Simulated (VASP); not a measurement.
Input of a VASP 6.6.1 run:

The input INCAR:

```
SYSTEM = Al
ALGO = Fast
EDIFF = 1E-6
ENCUT = 520
GGA = PS
ISIF = 2
ISMEAR = 0
LASPH = .TRUE.
LCHARG = .FALSE.
LREAL = .FALSE.
LWAVE = .FALSE.
NBANDS = 14
NELM = 100
PREC = Accurate
SIGMA = 0.15
```

KPOINTS

```
k-points
0
G
  18 18 6
  0 0 0
```

The input POSCAR:

```
Al
1.0
    2.8362844918      0.0000000000      0.0000000000
   -1.4181422459      2.4562944222      0.0000000000
    0.0000000000      0.0000000000      9.3221494563
Al
4
Direct
    0.0000000000      0.0000000000      0.0321814193
    0.3333333333      0.6666666667      0.2500000000
    0.0000000000      0.0000000000      0.5000000000
    0.6666666667      0.3333333333      0.7500000000
```

Potentials or basis: VASP PAW PBE potentials, release 64 (Al).

The run is started by

```console
$ cat potpaw_PBE.64/Al/POTCAR > POTCAR
$ mpirun -np 1 vasp_std > vasp.out
```

Task: What does it give for the band gap on the k mesh?

Result: Zero (bands 6 and 7 overlap by 5.20 eV).

Task: What does it give for the largest force?

Result: 1.695 eV/Å.

Task: Predict the pressure.

Result: 2.0 GPa.

Forces on the atoms (eV/Å):
```
Al   0.000  0.000 -1.695
Al   0.000  0.000  1.237
Al   0.000  0.000 -0.007
Al   0.000  0.000  0.465
```

Caveat: the cell differs from its parent crystal (atom 1 (Al) moved +0.300 Å along Cartesian [0 0 1]); the PAW data sets were made with another functional, which shifts forces and pressure a little.
